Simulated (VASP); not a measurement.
Na2S:

```
Na S
1.0
     0.00000    3.27350    3.27350
     3.27350    0.00000    3.27350
     3.27350    3.27350    0.00000
Na S
2 1
Direct
  0.25000 0.25000 0.25000
  0.75000 0.75000 0.75000
  0.00000 0.00000 0.00000
```

Base run:

| Item | Value |
| --- | --- |
| Program | VASP 6.6.1 |
| Functional | PBE |
| Potentials or basis | VASP PAW PBE potentials, release 64 (Na_pv, S) |
| Cutoff | 500 eV |
| k mesh | 8 × 8 × 8 |
| Occupations | gaussian, width 0.01 eV |
| Spin | no spin polarisation |

Its results: band gap on the k mesh 2.48 eV, direct; pressure 0.3 GPa.

Q: The run is repeated on the same cell with these changes: k mesh from 8 × 8 × 8 to 2 × 2 × 2. What comes out?

A: Band gap on the k mesh 2.39 eV, direct; pressure 1.0 GPa.

Caveats: some runs use coarse meshes.

A k mesh can miss the band edges.
